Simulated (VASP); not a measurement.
# AlN (pbe) in VASP: further runs

Runs on AlN (pbe). Level: PBE. Tasks: single point.

All numbers are computed with VASP 6.6.1; they aren't measurements. Logs are shortened: lines on timing, memory, paths and dates and some standing lists are left out, and cuts for length are marked.

## Step 1: The cell of the first run

Symmetry: P6_3mc, No. 186, hexagonal system. Conventional cell: a = 3.130 Å, b = 3.130 Å, c = 5.017 Å, α = 90.00°, β = 90.00°, γ = 120.00°. Al (site symmetry 3m) has 3 N at 1.81 Å within 2.4 Å. N (site symmetry 3m) has 3 Al at 1.81 Å within 2.4 Å.

## Step 2: Single point, PBE

File INCAR:

```
SYSTEM = AlN
PREC     = Accurate       ! precision mode
ENCUT    = 520            ! plane-wave cutoff, eV
EDIFF    = 1E-6           ! SCF threshold, eV
ISMEAR   = 0              ! smearing method
SIGMA    = 0.01           ! smearing width, eV
LREAL    = .FALSE.        ! projectors in reciprocal space
LASPH    = .TRUE.         ! aspherical terms in the spheres
NELM     = 60             ! most SCF steps
ALGO     = Normal         ! electronic algorithm
ISIF     = 2              ! what is computed and relaxed
LWAVE    = .FALSE.        ! write WAVECAR
LCHARG   = .FALSE.        ! write CHGCAR
GGA      = PE             ! functional
NBANDS   = 16             ! bands
```

File KPOINTS:

```
Automatic mesh
0
G
  9 9 6
  0 0 0
```

File POSCAR:

```
AlN
1.0
    3.1297670776      0.0000000000      0.0000000000
   -1.5648835388      2.7104577972      0.0000000000
    0.0000000000      0.0000000000      5.0173090473
Al N
2 2
Direct
    0.3333333333      0.6666666667     -0.0530770760
    0.6666666667      0.3333333333      0.4469229240
    0.3333333333      0.6666666667      0.4350770760
    0.6666666667      0.3333333333      0.9350770760
```

Potentials or basis: VASP PAW PBE potentials, release 64 (Al, N).

Run with:

```sh
$ cat potpaw_PBE.64/Al/POTCAR potpaw_PBE.64/N/POTCAR > POTCAR
$ mpirun -np 1 vasp_std > vasp.out
```

OUTCAR:

```text
SYSTEM = AlN
   PREC = Accurate
   ENCUT = 520
   EDIFF = 1E-6
   ISMEAR = 0
   LREAL = .FALSE.
   LASPH = .TRUE.
   NELM = 60
   ISIF = 2
   GGA = PE

 ion  position               nearest neighbor table
   1  0.333  0.667  0.947-   4 1.81   4 1.81   4 1.81   3 2.45   3 2.57   2 3.09   2 3.09   2 3.09
                             2 3.09   2 3.09   2 3.09
   2  0.667  0.333  0.447-   3 1.81   3 1.81   3 1.81   4 2.45   4 2.57   1 3.09   1 3.09   1 3.09
                             1 3.09   1 3.09   1 3.09
   3  0.333  0.667  0.435-   2 1.81   2 1.81   2 1.81   1 2.45   1 2.57
   4  0.667  0.333  0.935-   1 1.81   1 1.81   1 1.81   2 2.45   2 2.57

  LATTYP: Found a hexagonal cell.
 ALAT       =     3.1297670776
 C/A-ratio  =     1.6030934325

  Lattice vectors:

 A1 = (   3.1297670776,   0.0000000000,   0.0000000000)
 A2 = (  -1.5648835388,   2.7104577972,   0.0000000000)
 A3 = (   0.0000000000,   0.0000000000,   5.0173090473)

Analysis of symmetry for initial positions (statically):
=====================================================================
 Subroutine PRICEL returns:
 Original cell was already a primitive cell.

 Routine SETGRP: Setting up the symmetry group for a
 hexagonal supercell.

 Subroutine GETGRP returns: Found 12 space group operations
 (whereof  6 operations were pure point group operations)
 out of a pool of 24 trial point group operations.

The static configuration has the point symmetry C_3v.
 The point group associated with its full space group is C_6v.

Analysis of symmetry for dynamics (positions and initial velocities):
=====================================================================
 Subroutine PRICEL returns:
 Original cell was already a primitive cell.

 Routine SETGRP: Setting up the symmetry group for a
 hexagonal supercell.

 Subroutine GETGRP returns: Found 12 space group operations
 (whereof  6 operations were pure point group operations)
 out of a pool of 24 trial point group operations.

The dynamic configuration has the point symmetry C_3v.
 The point group associated with its full space group is C_6v.

 Subroutine INISYM returns: Found 12 space group operations
 (whereof  6 operations are pure point group operations),
 and found     1 'primitive' translations

----------------------------------------------------------------------------------------

                                     Primitive cell

  volume of cell :      42.5623

  direct lattice vectors                    reciprocal lattice vectors
     3.129767078  0.000000000  0.000000000     0.319512595  0.184470683  0.000000000
    -1.564883539  2.710457797  0.000000000     0.000000000  0.368941365  0.000000000
     0.000000000  0.000000000  5.017309047     0.000000000  0.000000000  0.199310027

  length of vectors
     3.129767078  3.129767078  5.017309047     0.368941365  0.368941365  0.199310027

  position of ions in fractional coordinates (direct lattice)
     0.333333333  0.666666667  0.946922924
     0.666666667  0.333333333  0.446922924
     0.333333333  0.666666667  0.435077076
     0.666666667  0.333333333  0.935077076

  ion indices of the primitive-cell ions
   primitive index   ion index
                 1           1
                 2           2
                 3           3
                 4           4

----------------------------------------------------------------------------------------

 KPOINTS: Automatic mesh

Automatic generation of k-mesh.
 Grid dimensions read from file:
 generate k-points for:    9    9    6

 Generating k-lattice:

  Cartesian coordinates                     Fractional coordinates (reciprocal lattice)
     0.035501399  0.020496743  0.000000000     0.111111111 -0.000000000  0.000000000
     0.000000000  0.040993485  0.000000000     0.000000000  0.111111111  0.000000000
     0.000000000  0.000000000  0.033218338     0.000000000  0.000000000  0.166666667

  Length of vectors
     0.040993485  0.040993485  0.033218338

  Shift w.r.t. Gamma in fractional coordinates (k-lattice)
     0.000000000  0.000000000  0.000000000

 Subroutine IBZKPT returns following result:
 ===========================================

 Found     48 irreducible k-points:

 Following reciprocal coordinates:
            Coordinates               Weight
  0.000000  0.000000  0.000000      1.000000
  0.111111 -0.000000  0.000000      6.000000
  0.222222  0.000000  0.000000      6.000000
  0.333333 -0.000000  0.000000      6.000000
  0.444444  0.000000  0.000000      6.000000
  0.111111  0.111111  0.000000      6.000000
[... 16 lines left out ...]
  0.333333  0.222222  0.166667     24.000000
  0.333333  0.333333  0.166667      4.000000
 [... further k-points ...]
   k-points           NKPTS =     48   k-points in BZ     NKDIM =     48   number of bands    NBANDS=     16
   number of dos      NEDOS =    301   number of ions     NIONS =      4
   total plane-waves  NPLWV =  23040
   dimension x,y,z NGX =    24 NGY =   24 NGZ =   40
   dimension x,y,z NGXF=    48 NGYF=   48 NGZF=   80
   ions per type =               2   2
   NGX,Y,Z   is equivalent  to a cutoff of  12.75, 12.75, 13.25 a.u.
   NGXF,Y,Z  is equivalent  to a cutoff of  25.50, 25.50, 26.51 a.u.
 SYSTEM =  AlN
   PREC   = accura    normal or accurate (medium, high low for compatibility)
   ISTART =      0    job   : 0-new  1-cont  2-samecut
   ICHARG =      2    charge: 1-file 2-atom 10-const
   ISPIN  =      1    spin polarized calculation?
   LNONCOLLINEAR =      F non collinear calculations
   LSORBIT =      F    spin-orbit coupling
   LASPH  =      T    aspherical Exc in radial PAW
   ENCUT  =  520.0 eV  38.22 Ry    6.18 a.u.   5.82  5.82  9.33*2*pi/ulx,y,z
   NELM   =     60;   NELMIN=  2; NELMDL= -5     # of ELM steps
   EDIFF  = 0.1E-05   stopping-criterion for ELM
   LREAL  =      F    real-space projection
   EDIFFG = 0.1E-04   stopping-criterion for IOM
   NSW    =      0    number of steps for IOM
   IBRION =     -1    ionic relax: 0-MD 1-quasi-New 2-CG
   NFREE  =      0    steps in history (QN), initial steepest desc. (CG)
   ISIF   =      2    stress and relaxation
   ISYM   =      2    0-nonsym 1-usesym 2-fastsym
   POTIM  = 0.5000    time-step for ionic-motion
   TEBEG  =    0.0;   TEEND  =   0.0 temperature during run
   PSTRESS=    0.0 pullay stress
   NELECT =      16.0000    total number of electrons
   NUPDOWN=      -1.0000    fix difference up-down
   EMIN   =  10.00;   EMAX   =-10.00  energy-range for DOS
   EFERMI =   0.00;   METHOD = LEGACY
   ISMEAR =     0;   SIGMA  =   0.01  broadening in eV -4-tet -1-fermi 0-gaus
   EFERMI_NEDOS =   21; number of points for ismear=-14 and -15
   IALGO  =     38    algorithm
   IMIX   =      4    mixing-type and parameters
     AMIX     =   0.40;   BMIX     =  1.00
     AMIX_MAG =   1.60;   BMIX_MAG =  1.00
  volume/ion in A,a.u.               =      10.64        71.81
  Fermi-wavevector in a.u.,A,eV,Ry     =   1.181516  2.232742 18.993466  1.395980
  Thomas-Fermi vector in A             =   2.317788
   LORBIT       =      0    0 simple, 1 ext, 2 COOP (PROOUT), +10 PAW based schemes
   GGA     = PE    functional components
   LHFCALC =     F    Hartree Fock is set to
   AEXX    =    0.0000 exact exchange contribution
   IVDW    =     0    specifies the selected vdW correction
   LEPSILON=     F    determine dielectric tensor
   LRPA    =     F    only Hartree local field effects (RPA)
 non-spin polarized calculation
 Gauss-broadening in eV      SIGMA  =   0.01
  energy-cutoff  :      520.00
  volume of cell :       42.56
 maximum number of plane-waves:      1170
 NGX is ok and might be reduce to    24
   NGX = 11   NGY = 11   NGZ = 19

 number of electron      15.9999999 magnetization

 Free energy of the ion-electron system (eV)
  ---------------------------------------------------
  ext. energy  EPLUGINS =         0.00000000
  ---------------------------------------------------
  free energy    TOTEN  =       -28.77790004 eV

  energy without entropy =      -28.77790004  energy(sigma->0) =      -28.77790004

 E-fermi :   7.1946     XC(G=0): -10.8191

 val. band max:        7.1392803240   @ k =   0.0000   0.0000   0.0000
 cond. band min:       9.7600180945   @ k =   0.0000   0.0000   0.0000
 fundamental gap:      2.6207377706
 Fermi energy:         7.1945903922

 k-point     1 :       0.0000    0.0000    0.0000
  band No.  band energies     occupation
      1      -9.1545      2.00000
      2      -7.1560      2.00000
      3       0.4964      2.00000
      4       4.5910      2.00000
      5       4.5910      2.00000
      6       5.2192      2.00000
[... 8 lines left out ...]
     15      18.4681      0.00000
     16      18.4681      0.00000

 k-point     2 :       0.1111   -0.0000    0.0000
  band No.  band energies     occupation
      1      -9.0003      2.00000
      2      -7.0639      2.00000
      3       0.6824      2.00000
      4       3.9705      2.00000
      5       4.4274      2.00000
      6       4.6141      2.00000
[... 8 lines left out ...]
     15      18.3103      0.00000
     16      18.8851      0.00000

 k-point     3 :       0.2222    0.0000    0.0000
  band No.  band energies     occupation
      1      -8.5634      2.00000
      2      -6.8314      2.00000
      3       1.2258      2.00000
      4       2.6059      2.00000
      5       3.4475      2.00000
      6       4.0817      2.00000
[... 8 lines left out ...]
     15      18.5028      0.00000
     16      18.6768      0.00000
[... 362 lines left out ...]
 k-point    23 :       0.3333    0.2222    0.1667
  band No.  band energies     occupation
      1      -7.0398      2.00000
      2      -6.5738      2.00000
      3       0.8458      2.00000
      4       1.5286      2.00000
      5       2.3393      2.00000
      6       3.4525      2.00000
[... 8 lines left out ...]
     15      17.5908      0.00000
     16      20.6254      0.00000

 k-point    24 :       0.3333    0.3333    0.1667
  band No.  band energies     occupation
      1      -6.7137      2.00000
      2      -6.7137      2.00000
      3       1.1005      2.00000
      4       1.7083      2.00000
      5       1.7083      2.00000
      6       2.9060      2.00000
[... 8 lines left out ...]
     15      17.7003      0.00000
     16      21.0773      0.00000

 [... further k-points ...]

------------------------ aborting loop because EDIFF is reached ----------------------------------------

  FORCE on cell =-STRESS in cart. coord.  units (eV):
  Direction    XX          YY          ZZ          XY          YZ          ZX
  --------------------------------------------------------------------------------------
  -------------------------------------------------------------------------------------
  Total        4.4550722      4.4550722     -2.5556859      0.0000000      0.0000000     -0.0000000
  in kB      167.7026058    167.7026059    -96.2038693      0.0000000      0.0000000     -0.0000000
  external PRESSURE =      79.7337808 kB  Pullay stress =       0.0000000 kB

 VOLUME and BASIS-vectors are now :
 -----------------------------------------------------------------------------
  energy-cutoff  :      520.00
  volume of cell :       42.56
      direct lattice vectors                 reciprocal lattice vectors
     3.129767078  0.000000000  0.000000000     0.319512595  0.184470683  0.000000000
    -1.564883539  2.710457797  0.000000000     0.000000000  0.368941365  0.000000000
     0.000000000  0.000000000  5.017309047     0.000000000  0.000000000  0.199310027

 POSITION                                       TOTAL-FORCE (eV/Angst)
 -----------------------------------------------------------------------------------
     -0.00000      1.80697      4.75100         0.000000      0.000000      0.339080
      1.56488      0.90349      2.24235        -0.000000      0.000000      0.339080
     -0.00000      1.80697      2.18292        -0.000000     -0.000000     -0.339080
      1.56488      0.90349      4.69157        -0.000000      0.000000     -0.339080
 -----------------------------------------------------------------------------------
    total drift:                                0.000000      0.000000     -0.000129

  FREE ENERGIE OF THE ION-ELECTRON SYSTEM (eV)
  ---------------------------------------------------
  free  energy   TOTEN  =       -28.7779000435 eV

  energy  without entropy=      -28.7779000435  energy(sigma->0) =      -28.77790004
```

It took 30 s on 1 thread of Intel Xeon 8259CL, shared host; peak memory 0.17 GiB.

What came out:

```
Free energy            : -28.7779 eV
Pressure               : 8.0 GPa
Largest force          : 0.339 eV/Å
Band gap on the k mesh : 2.62 eV, direct
```

Forces in eV/Å, atoms in the order of the input:
```
Al   0.000  0.000  0.339
Al   0.000  0.000  0.339
N    0.000  0.000 -0.339
N    0.000  0.000 -0.339
```

## Step 3: Single point, PBE

File INCAR:

```
ALGO = Normal
EDIFF = 1E-7
ENCUT = 520
GGA = PE
ISIF = 2
ISMEAR = 0
LASPH = True
LCHARG = False
LREAL = False
LWAVE = False
NBANDS = 16
NELM = 60
PREC = Accurate
SIGMA = 0.01
```

File KPOINTS:

```
k-points
0
Gamma
  9 9 6
```

File POSCAR:

```
AlN
1.0
    3.1297670776      0.0000000000      0.0000000000
   -1.5648835388      2.7104577972      0.0000000000
    0.0000000000      0.0000000000      5.0173090473
Al N
2 2
Direct
    0.3333333333      0.6666666667     -0.0590000000
    0.6666666667      0.3333333333      0.4410000000
    0.3333333333      0.6666666667      0.4410000000
    0.6666666667      0.3333333333      0.9410000000
```

Potentials or basis: VASP PAW PBE potentials, release 64 (Al, N).

Run with:

```sh
$ cat potpaw_PBE.64/Al/POTCAR potpaw_PBE.64/N/POTCAR > POTCAR
$ mpirun -np 1 vasp_std > vasp.out
```

Wall time 30 s (1 thread of Intel Xeon 8259CL, shared host); peak memory 0.17 GiB.

The run converged. Its results:

- Free energy: -28.7576 eV
- Pressure: 8.1 GPa
- Band gap on the k mesh: 2.60 eV, direct

Stress tensor (GPa, compression positive):
```
17.01  0.00  0.00
 0.00 17.01  0.00
 0.00  0.00 -9.59
```

Levels at points of the mesh, in eV from the valence-band top:
```tsv
k point	band 6	band 7	band 8	band 9	band 10	band 11
(0.00, 0.00, 0.00)	-1.94	-1.94	0.00	2.60	5.51	9.68
(0.00, 0.00, 0.50)	-2.27	-2.27	-2.27	5.45	5.45	8.91
```

PBE gaps usually lie below the measured ones, often by a third to a half.
